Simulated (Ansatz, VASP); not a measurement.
# Two plane-wave programs on CoO

INCAR

```
PREC = Accurate
ENCUT = 520
EDIFF = 1E-6
ISMEAR = 0
SIGMA = 0.15
LREAL = F
LASPH = T
NELM = 150
ALGO = Normal
ISIF = 2
LWAVE = F
LCHARG = F
ISPIN = 2
MAGMOM = 2.64 0.33
LORBIT = 11
LMAXMIX = 4
GGA = PS
NBANDS = 18
```

The input KPOINTS:

```
regular mesh
0
Gamma
  24 24 24
```

Contents of POSCAR:

```
CoO
1.0
    1.5478992807      0.8936800664      2.3079976792
   -1.5478992807      0.8936800664      2.3079976792
    0.0000000000     -1.7873601328      2.3079976792
Co O
1 1
Direct
    0.0000000000      0.0000000000      0.0000000000
    0.5000000000      0.5000000000      0.5000000000
```

Input for Ansatz:

```yaml
crystal:
  lattice:
    - [1.5478992807, 0.8936800664, 2.3079976792]
    - [-1.5478992807, 0.8936800664, 2.3079976792]
    - [0.0, -1.7873601328, 2.3079976792]
  atoms:
    - { symbol: Co, position: [0.0, 0.0, 0.0], spin: 2.64 }
    - { symbol: O, position: [0.5, 0.5, 0.5], spin: 0.33 }
basis:
  ecutwfc: 420
kpoints:
  mp_grid: { grid: [24, 24, 24] }
hamiltonian:
  xc: pbesol
scf:
  occupations: { method: gaussian, width: 0.15 }
output:
  forces: true
  stress: true
  eigenvalues: true
  populations: true
  write_density: true
  write_potential: true
  elf: true
  volumetric_format: npy
magnetization:
  spin_polarized: true
```

Alike in both runs: task single point; functional PBEsol; k mesh 24 × 24 × 24; occupations gaussian, width 0.15 eV; collinear spin.

```csv
,VASP,Ansatz
version,VASP 6.6.1,Ansatz 0.2.0
potentials or method,"VASP PAW PBE potentials, release 64 (Co, O), cutoff 520 eV","scalar-relativistic, plane waves, PAW"
valence electrons in the cell,15,23
```

|  | VASP | Ansatz | Ansatz less VASP |
| --- | --- | --- | --- |
| gap on the k mesh at the Fermi level (eV) | none | none | - |
| pressure (GPa) | -10.9 | -10.3 | +0.58 |
| traceless stress, the component that is largest in VASP (GPa) | 0.70 | 0.51 | -0.187 |
| net moment per atom (μB) | 1.44 | 1.46 | +0.013 |
| size of the moment on the site where the two differ most (μB) | 2.53 | 2.47 | -0.059 |

VASP's potentials were made for PBE, not for PBEsol. Site moments also hang on the region over which each program counts them. A gap of «none» marks a metal or a gap that the smearing closes. VASP's potentials hold 15 valence electrons a cell and Ansatz's 23, so a difference there can come from the potentials and not from the codes.
